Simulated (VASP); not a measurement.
**Fe: single point with LDA**

Crystal: Fe.

```xyz
1
Lattice="0.0000 1.6875 1.6875 1.6875 0.0000 1.6875 1.6875 1.6875 0.0000" Properties=species:S:1:pos:R:3 pbc="T T T"
Fe    0.0000    0.0000    0.0000
```

```
Program                : VASP 6.6.1
Task                   : single point
Functional             : LDA
Potentials or basis    : VASP PAW LDA potentials, release 64 (Fe)
Cutoff                 : 520 eV
k mesh                 : 15 × 15 × 15
Occupations            : fermi-dirac, width 0.1 eV
Spin                   : no spin polarisation
Dipole correction      : no
Further INCAR settings : ALGO = Normal; EDIFF = 1e-07; NBANDS = 10
```

| Quantity | Value |
| --- | --- |
| Pressure | -0.3 GPa |
| Band gap on the k mesh | zero (band 4 reaches 8.75 eV, above the bottom of band 5 at 6.48 eV) |

Levels at points of the mesh, in eV from the Fermi level:
```
           k point  band 1  band 2  band 3  band 4  band 5  band 6  band 7  band 8  band 9
(0.00, 0.00, 0.00)   -9.14   -1.80   -1.80   -1.80   -0.07   -0.07   23.92   29.79   29.79
```

It took 20 s on 1 thread of AMD EPYC 7R13 (shared host), peak memory 0.09 GiB.

Caveat: the run has no spin polarisation, though such a crystal can be magnetic. Spin polarisation is off, so any magnetic state and its effect on volume and gap are missing.
